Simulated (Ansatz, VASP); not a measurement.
# Si2Ni: VASP beside Ansatz

File INCAR:

```
SYSTEM = Si2Ni
  PREC = Accurate
  ENCUT = 600
  EDIFF = 1E-6
  ISMEAR = 0
  SIGMA = 0.1
  LREAL = .False.
  LASPH = .True.
  NELM = 120
  ALGO = Normal
  ISIF = 2
  LWAVE = .False.
  LCHARG = .True.
  GGA = PE
  LELF = .True.
  LVHAR = .True.
  NBANDS = 16
  GGA_COMPAT = .False.
```

Contents of KPOINTS:

```
Automatic mesh
0
Gamma
  4 4 4
  0 0 0
```

Contents of POSCAR:

```
Si2Ni
1.0
    0.0000000000      2.6931550407      2.6931550407
    2.6931550407      0.0000000000      2.6931550407
    2.6931550407      2.6931550407      0.0000000000
Si Ni
2 1
Direct
    0.2500000000      0.2500000000      0.2500000000
    0.7500000000      0.7500000000      0.7500000000
    0.0000000000      0.0000000000      0.0000000000
```

Input for Ansatz:

```yaml
crystal:
  lattice:
    - [0.0, 2.6931550407, 2.6931550407]
    - [2.6931550407, 0.0, 2.6931550407]
    - [2.6931550407, 2.6931550407, 0.0]
  atoms:
    - { symbol: Si, position: [0.25, 0.25, 0.25] }
    - { symbol: Si, position: [0.75, 0.75, 0.75] }
    - { symbol: Ni, position: [0.0, 0.0, 0.0] }
basis:
  xc_grid: 4
kpoints:
  mp_grid: { grid: [4, 4, 4] }
hamiltonian:
  xc: pbe
scf:
  occupations: { method: gaussian, width: 0.1 }
  mixing: { beta: 0.22, globalisation: backtrack }
  initial_density: { chi_scale: 0, normalization: atom }
  max_iter: 51
output:
  forces: true
  stress: true
  eigenvalues: true
```

Alike in both runs: task single point; functional PBE; k mesh 4 × 4 × 4; occupations gaussian, width 0.1 eV; no spin polarisation.

```csv
,VASP,Ansatz
version,VASP 6.6.1,Ansatz 0.2.0
potentials or method,"VASP PAW PBE potentials, release 64 (Si, Ni)","scalar-relativistic, plane waves, PAW"
plane-wave cutoff (eV),600,420
valence electrons in the cell,18,26
```

```tsv
	VASP	Ansatz	Ansatz less VASP
gap on the k mesh at the Fermi level (eV)	none	none	-
pressure (GPa)	5.8	6.1	+0.24
```

A gap of «none» marks a metal or a gap that the smearing closes. With one functional, cell and mesh, what is left measures potentials, basis and numerics. VASP's potentials hold 18 valence electrons a cell and Ansatz's 26, so a difference there can come from the potentials and not from the codes.

The k mesh is coarse, so the values compare programs but aren't converged.
